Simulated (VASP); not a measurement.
# LiF (P6_3mc) in VASP: further runs, part 2 of 2

VASP 6.6.1. The steps go on from the part before.

## 3. Single point, PBE (c/a of the conventional cell at fixed volume 1.5431)

Input file INCAR:

```
SYSTEM = LiF
ALGO = Normal ; EDIFF = 1E-6
ENCUT = 520 ; GGA = PE
ISIF = 2 ; ISMEAR = 0
LASPH = .True. ; LCHARG = .False.
LREAL = .False. ; LWAVE = .False.
NBANDS = 18 ; NELM = 60
PREC = Accurate ; SIGMA = 0.05
```

Input file KPOINTS:

```
k-points
0
Gamma
  9 9 6
  0 0 0
```

Input file POSCAR:

```
LiF
1.0
    3.1427330808      0.0000000000      0.0000000000
   -1.5713665404      2.7216866853      0.0000000000
    0.0000000000      0.0000000000      4.8495514170
Li F
2 2
Direct
    0.3333333333      0.6666666667      0.3708711514
    0.6666666667      0.3333333333      0.8708711514
    0.3333333333      0.6666666667      0.9939266766
    0.6666666667      0.3333333333      0.4939266766
```

Potentials or basis: VASP PAW PBE potentials, release 64 (Li_sv, F).

Launch:

```bash
> cat potpaw_PBE.64/Li_sv/POTCAR potpaw_PBE.64/F/POTCAR > POTCAR
> mpirun -np 1 vasp_std > vasp.out
```

OUTCAR:

```text
SYSTEM = LiF
   EDIFF = 1E-6
   ENCUT = 520
   GGA = PE
   ISIF = 2
   ISMEAR = 0
   LASPH = .True.
   LREAL = .False.
   NELM = 60
   PREC = Accurate

 ion  position               nearest neighbor table
   1  0.333  0.667  0.371-   3 1.83   4 1.91   4 1.91   4 1.91
   2  0.667  0.333  0.871-   4 1.83   3 1.91   3 1.91   3 1.91
   3  0.333  0.667  0.994-   1 1.83   2 1.91   2 1.91   2 1.91
   4  0.667  0.333  0.494-   2 1.83   1 1.91   1 1.91   1 1.91

  LATTYP: Found a hexagonal cell.
 ALAT       =     3.1427330808
 C/A-ratio  =     1.5431000000

  Lattice vectors:

 A1 = (   3.1427330808,   0.0000000000,   0.0000000000)
 A2 = (  -1.5713665404,   2.7216866853,   0.0000000000)
 A3 = (   0.0000000000,   0.0000000000,   4.8495514170)

Analysis of symmetry for initial positions (statically):
=====================================================================
 Subroutine PRICEL returns:
 Original cell was already a primitive cell.

 Routine SETGRP: Setting up the symmetry group for a
 hexagonal supercell.

[... 172 lines left out ...]

 E-fermi :  -2.3217     XC(G=0):  -8.6394

 val. band max:       -2.7098202197   @ k =   0.0000   0.0000   0.0000
 cond. band min:       4.9113441630   @ k =   0.0000   0.0000   0.0000
 fundamental gap:      7.6211643827
 Fermi energy:        -2.3216613464

 k-point     1 :       0.0000    0.0000    0.0000
  band No.  band energies     occupation
      1     -43.2189      2.00000
      2     -43.1819      2.00000
      3     -22.0358      2.00000
      4     -21.8291      2.00000
      5      -4.6787      2.00000
      6      -3.1133      2.00000
[... 481 lines left out ...]
      5      -4.5042      2.00000
      6      -3.8580      2.00000
[... 10 lines left out ...]
     17      15.6489      0.00000
     18      17.8392      0.00000

 [... further k-points ...]

------------------------ aborting loop because EDIFF is reached ----------------------------------------

  FORCE on cell =-STRESS in cart. coord.  units (eV):
  Direction    XX          YY          ZZ          XY          YZ          ZX
  --------------------------------------------------------------------------------------
  -------------------------------------------------------------------------------------
  Total       -0.3095946     -0.3095946      0.6351405      0.0000000     -0.0000000      0.0000000
  in kB      -11.9579490    -11.9579490     24.5320125      0.0000000     -0.0000000      0.0000000
  external PRESSURE =       0.2053715 kB  Pullay stress =       0.0000000 kB

 VOLUME and BASIS-vectors are now :
 -----------------------------------------------------------------------------
  energy-cutoff  :      520.00
  volume of cell :       41.48
      direct lattice vectors                 reciprocal lattice vectors
     3.142733081  0.000000000  0.000000000     0.318194379  0.183709610  0.000000000
    -1.571366540  2.721686685  0.000000000     0.000000000  0.367419220  0.000000000
     0.000000000  0.000000000  4.849551417     0.000000000  0.000000000  0.206204639

 POSITION                                       TOTAL-FORCE (eV/Angst)
 -----------------------------------------------------------------------------------
     -0.00000      1.81446      1.79856        -0.000000      0.000000      0.233738
      1.57137      0.90723      4.22333         0.000000      0.000000      0.233738
     -0.00000      1.81446      4.82010        -0.000000      0.000000     -0.233738
      1.57137      0.90723      2.39532         0.000000      0.000000     -0.233738
 -----------------------------------------------------------------------------------
    total drift:                               -0.000001     -0.000001      0.009212

  FREE ENERGIE OF THE ION-ELECTRON SYSTEM (eV)
  ---------------------------------------------------
  free  energy   TOTEN  =       -19.2848649593 eV

  energy  without entropy=      -19.2848649593  energy(sigma->0) =      -19.28486496
```

OSZICAR:

```text
N       E                     dE             d eps       ncg     rms          rms(c)
DAV:   1     0.124195152911E+03    0.12420E+03   -0.10727E+04  1728   0.120E+03
DAV:   2    -0.994669496323E+01   -0.13414E+03   -0.13114E+03  1956   0.300E+02
DAV:   3    -0.206227812955E+02   -0.10676E+02   -0.10622E+02  3278   0.634E+01
DAV:   4    -0.207199273504E+02   -0.97146E-01   -0.96954E-01  2172   0.744E+00
DAV:   5    -0.207210776079E+02   -0.11503E-02   -0.11498E-02  2282   0.692E-01    0.738E+00
DAV:   6    -0.192191303797E+02    0.15019E+01   -0.41293E+00  1834   0.153E+01    0.231E+00
DAV:   7    -0.192455482363E+02   -0.26418E-01   -0.12286E-01  1980   0.241E+00    0.150E+00
DAV:   8    -0.192848646365E+02   -0.39316E-01   -0.63438E-02  1944   0.242E+00    0.377E-01
DAV:   9    -0.192837208043E+02    0.11438E-02   -0.65518E-03  2414   0.692E-01    0.102E-01
DAV:  10    -0.192848757775E+02   -0.11550E-02   -0.16163E-03  1888   0.269E-01    0.521E-02
DAV:  11    -0.192848614053E+02    0.14372E-04   -0.65333E-05  2368   0.734E-02    0.976E-03
DAV:  12    -0.192848647309E+02   -0.33257E-05   -0.72430E-06  1904   0.210E-02    0.175E-03
DAV:  13    -0.192848649593E+02   -0.22840E-06   -0.29156E-07  1878   0.478E-03
   1 F= -.19284865E+02 E0= -.19284865E+02  d E =-.389307E-30
```

It took 19 s on 1 thread of Intel Xeon Platinum 8488C (Sapphire Rapids), shared host; peak memory 0.16 GiB.

Results:

```
Free energy            : -19.2849 eV
Largest force          : 0.234 eV/Å
Band gap on the k mesh : 7.62 eV, direct
```

Forces on the atoms (eV/Å):
```
Li   0.000  0.000  0.234
Li   0.000  0.000  0.234
F    0.000  0.000 -0.234
F    0.000  0.000 -0.234
```

Caveat: the cutoff is under 1.25 times the usual one of these potentials, so pressure, stress and relaxed cells hold a basis-set (Pulay) error. A k mesh can miss the band edges.

## 4. Single point, PBE (c/a of the conventional cell at fixed volume 1.5431)

Input file INCAR:

```
SYSTEM = LiF
ALGO     = Normal         ! electronic algorithm
EDIFF    = 1E-6           ! SCF threshold, eV
ENCUT    = 520            ! plane-wave cutoff, eV
GGA      = PE             ! functional
ISIF     = 2              ! what is computed and relaxed
ISMEAR   = 0              ! smearing method
LASPH    = .True.         ! aspherical terms in the spheres
LCHARG   = .False.        ! write CHGCAR
LREAL    = .False.        ! projectors in reciprocal space
LWAVE    = .False.        ! write WAVECAR
NBANDS   = 18             ! bands
NELM     = 60             ! most SCF steps
PREC     = Accurate       ! precision mode
SIGMA    = 0.05           ! smearing width, eV
```

KPOINTS is that of step 3.

POSCAR: that of step 3 with these lines changed.

```diff
@@ -8,4 +8,4 @@
 Direct
-    0.3333333333      0.6666666667      0.3708711514
-    0.6666666667      0.3333333333      0.8708711514
+    0.3333333333      0.6666666667      0.3300704633
+    0.6666666667      0.3333333333      0.8300704633
     0.3333333333      0.6666666667      0.9939266766
```

Potentials or basis: VASP PAW PBE potentials, release 64 (Li_sv, F).

Launch:

```bash
> cat potpaw_PBE.64/Li_sv/POTCAR potpaw_PBE.64/F/POTCAR > POTCAR
> mpirun -np 1 vasp_std > vasp.out
```

OUTCAR:

```text
SYSTEM = LiF
   EDIFF = 1E-6
   ENCUT = 520
   GGA = PE
   ISIF = 2
   ISMEAR = 0
   LASPH = .True.
   LREAL = .False.
   NELM = 60
   PREC = Accurate

 ion  position               nearest neighbor table
   1  0.333  0.667  0.330-   3 1.63   4 1.98   4 1.98   4 1.98
   2  0.667  0.333  0.830-   4 1.63   3 1.98   3 1.98   3 1.98
   3  0.333  0.667  0.994-   1 1.63   2 1.98   2 1.98   2 1.98
   4  0.667  0.333  0.494-   2 1.63   1 1.98   1 1.98   1 1.98

  LATTYP: Found a hexagonal cell.
 ALAT       =     3.1427330808
 C/A-ratio  =     1.5431000000

  Lattice vectors:

 A1 = (   3.1427330808,   0.0000000000,   0.0000000000)
 A2 = (  -1.5713665404,   2.7216866853,   0.0000000000)
 A3 = (   0.0000000000,   0.0000000000,   4.8495514170)

Analysis of symmetry for initial positions (statically):
=====================================================================
 Subroutine PRICEL returns:
 Original cell was already a primitive cell.

 Routine SETGRP: Setting up the symmetry group for a
 hexagonal supercell.

 Subroutine GETGRP returns: Found 12 space group operations
 (whereof  6 operations were pure point group operations)
 out of a pool of 24 trial point group operations.

The static configuration has the point symmetry C_3v.
 The point group associated with its full space group is C_6v.

Analysis of symmetry for dynamics (positions and initial velocities):
=====================================================================
 Subroutine PRICEL returns:
 Original cell was already a primitive cell.

 Routine SETGRP: Setting up the symmetry group for a
 hexagonal supercell.

 Subroutine GETGRP returns: Found 12 space group operations
 (whereof  6 operations were pure point group operations)
 out of a pool of 24 trial point group operations.

The dynamic configuration has the point symmetry C_3v.
 The point group associated with its full space group is C_6v.

 Subroutine INISYM returns: Found 12 space group operations
 (whereof  6 operations are pure point group operations),
 and found     1 'primitive' translations

----------------------------------------------------------------------------------------

                                     Primitive cell

  volume of cell :      41.4808

  direct lattice vectors                    reciprocal lattice vectors
     3.142733081  0.000000000  0.000000000     0.318194379  0.183709610  0.000000000
    -1.571366540  2.721686685  0.000000000     0.000000000  0.367419220  0.000000000
     0.000000000  0.000000000  4.849551417     0.000000000  0.000000000  0.206204639

  length of vectors
     3.142733081  3.142733081  4.849551417     0.367419220  0.367419220  0.206204639

  position of ions in fractional coordinates (direct lattice)
     0.333333333  0.666666667  0.330070463
     0.666666667  0.333333333  0.830070463
     0.333333333  0.666666667  0.993926677
     0.666666667  0.333333333  0.493926677

  ion indices of the primitive-cell ions
   primitive index   ion index
                 1           1
                 2           2
                 3           3
                 4           4

----------------------------------------------------------------------------------------

 KPOINTS: k-points
[... 24 lines left out ...]
            Coordinates               Weight
  0.000000  0.000000  0.000000      1.000000
  0.111111  0.000000  0.000000      6.000000
  0.222222  0.000000  0.000000      6.000000
  0.333333  0.000000  0.000000      6.000000
  0.444444  0.000000  0.000000      6.000000
  0.111111  0.111111  0.000000      6.000000
[... 16 lines left out ...]
  0.333333  0.222222  0.166667     24.000000
  0.333333  0.333333  0.166667      4.000000
 [... further k-points ...]
   k-points           NKPTS =     48   k-points in BZ     NKDIM =     48   number of bands    NBANDS=     18
   number of dos      NEDOS =    301   number of ions     NIONS =      4
   total plane-waves  NPLWV =  20736
   dimension x,y,z NGX =    24 NGY =   24 NGZ =   36
   dimension x,y,z NGXF=    48 NGYF=   48 NGZF=   72
   ions per type =               2   2
   NGX,Y,Z   is equivalent  to a cutoff of  12.70, 12.70, 12.34 a.u.
   NGXF,Y,Z  is equivalent  to a cutoff of  25.39, 25.39, 24.68 a.u.
 SYSTEM =  LiF
   PREC   = accura    normal or accurate (medium, high low for compatibility)
   ISTART =      0    job   : 0-new  1-cont  2-samecut
   ICHARG =      2    charge: 1-file 2-atom 10-const
   ISPIN  =      1    spin polarized calculation?
   LNONCOLLINEAR =      F non collinear calculations
   LSORBIT =      F    spin-orbit coupling
   LASPH  =      T    aspherical Exc in radial PAW
   ENCUT  =  520.0 eV  38.22 Ry    6.18 a.u.   5.84  5.84  9.02*2*pi/ulx,y,z
   NELM   =     60;   NELMIN=  2; NELMDL= -5     # of ELM steps
   EDIFF  = 0.1E-05   stopping-criterion for ELM
   LREAL  =      F    real-space projection
   EDIFFG = 0.1E-04   stopping-criterion for IOM
   NSW    =      0    number of steps for IOM
   IBRION =     -1    ionic relax: 0-MD 1-quasi-New 2-CG
   NFREE  =      0    steps in history (QN), initial steepest desc. (CG)
   ISIF   =      2    stress and relaxation
   ISYM   =      2    0-nonsym 1-usesym 2-fastsym
   POTIM  = 0.5000    time-step for ionic-motion
   TEBEG  =    0.0;   TEEND  =   0.0 temperature during run
   PSTRESS=    0.0 pullay stress
   NELECT =      20.0000    total number of electrons
   NUPDOWN=      -1.0000    fix difference up-down
   EMIN   =  10.00;   EMAX   =-10.00  energy-range for DOS
   EFERMI =   0.00;   METHOD = LEGACY
   ISMEAR =     0;   SIGMA  =   0.05  broadening in eV -4-tet -1-fermi 0-gaus
   EFERMI_NEDOS =   21; number of points for ismear=-14 and -15
   IALGO  =     38    algorithm
   IMIX   =      4    mixing-type and parameters
     AMIX     =   0.40;   BMIX     =  1.00
     AMIX_MAG =   1.60;   BMIX_MAG =  1.00
  volume/ion in A,a.u.               =      10.37        69.98
  Fermi-wavevector in a.u.,A,eV,Ry     =   1.283716  2.425872 22.421420  1.647928
  Thomas-Fermi vector in A             =   2.415953
   LORBIT       =      0    0 simple, 1 ext, 2 COOP (PROOUT), +10 PAW based schemes
   GGA     = PE    functional components
   LHFCALC =     F    Hartree Fock is set to
   AEXX    =    0.0000 exact exchange contribution
   IVDW    =     0    specifies the selected vdW correction
   LEPSILON=     F    determine dielectric tensor
   LRPA    =     F    only Hartree local field effects (RPA)
 non-spin polarized calculation
 Gauss-broadening in eV      SIGMA  =   0.05
  energy-cutoff  :      520.00
  volume of cell :       41.48
 maximum number of plane-waves:      1126
 NGX is ok and might be reduce to    24
   NGX = 11   NGY = 11   NGZ = 19

 number of electron      19.9999995 magnetization

 Free energy of the ion-electron system (eV)
  ---------------------------------------------------
  ext. energy  EPLUGINS =         0.00000000
  ---------------------------------------------------
  free energy    TOTEN  =       -18.94587718 eV

  energy without entropy =      -18.94587718  energy(sigma->0) =      -18.94587718

 E-fermi :  -2.5097     XC(G=0):  -8.6152

 val. band max:       -2.7431118750   @ k =   0.0000   0.0000   0.0000
 cond. band min:       4.8238769575   @ k =   0.0000   0.0000   0.0000
 fundamental gap:      7.5669888324
 Fermi energy:        -2.5097330252

 k-point     1 :       0.0000    0.0000    0.0000
  band No.  band energies     occupation
      1     -43.1826      2.00000
      2     -43.1378      2.00000
      3     -22.0526      2.00000
      4     -21.9451      2.00000
      5      -4.5622      2.00000
      6      -3.0840      2.00000
[... 481 lines left out ...]
      5      -4.4515      2.00000
      6      -4.0160      2.00000
[... 10 lines left out ...]
     17      15.8732      0.00000
     18      17.7184      0.00000

 [... further k-points ...]

------------------------ aborting loop because EDIFF is reached ----------------------------------------

  FORCE on cell =-STRESS in cart. coord.  units (eV):
  Direction    XX          YY          ZZ          XY          YZ          ZX
  --------------------------------------------------------------------------------------
  -------------------------------------------------------------------------------------
  Total       -0.7059308     -0.7059308      4.5747321      0.0000000      0.0000000      0.0000000
  in kB      -27.2662576    -27.2662576    176.6969503      0.0000000      0.0000000      0.0000000
  external PRESSURE =      40.7214783 kB  Pullay stress =       0.0000000 kB

 VOLUME and BASIS-vectors are now :
 -----------------------------------------------------------------------------
  energy-cutoff  :      520.00
  volume of cell :       41.48
      direct lattice vectors                 reciprocal lattice vectors
     3.142733081  0.000000000  0.000000000     0.318194379  0.183709610  0.000000000
    -1.571366540  2.721686685  0.000000000     0.000000000  0.367419220  0.000000000
     0.000000000  0.000000000  4.849551417     0.000000000  0.000000000  0.206204639

 POSITION                                       TOTAL-FORCE (eV/Angst)
 -----------------------------------------------------------------------------------
     -0.00000      1.81446      1.60069        -0.000000      0.000000      1.745029
      1.57137      0.90723      4.02547         0.000000     -0.000000      1.745029
     -0.00000      1.81446      4.82010        -0.000000     -0.000000     -1.745029
      1.57137      0.90723      2.39532         0.000000     -0.000000     -1.745029
 -----------------------------------------------------------------------------------
    total drift:                               -0.000001     -0.000002     -0.011580

  FREE ENERGIE OF THE ION-ELECTRON SYSTEM (eV)
  ---------------------------------------------------
  free  energy   TOTEN  =       -18.9458771815 eV

  energy  without entropy=      -18.9458771815  energy(sigma->0) =      -18.94587718
```

Run time: 18 s. Hardware: 1 thread of Intel Xeon Platinum 8488C (Sapphire Rapids), shared host; peak memory 0.16 GiB.

What came out:

```yaml
Free_energy: -18.9459 eV
Largest_force: 1.745 eV/Å
Band_gap_on_the_k_mesh: 7.57 eV, direct
```

Forces on the atoms (eV/Å):
```
Li   0.000  0.000  1.745
Li   0.000  0.000  1.745
F    0.000  0.000 -1.745
F    0.000  0.000 -1.745
```

Caveat: the cutoff is under 1.25 times the usual one of these potentials, so pressure, stress and relaxed cells hold a basis-set (Pulay) error; forces of over 1 eV/Å act on the atoms, so gaps and moduli don't describe the material at rest. A k mesh can miss the band edges.
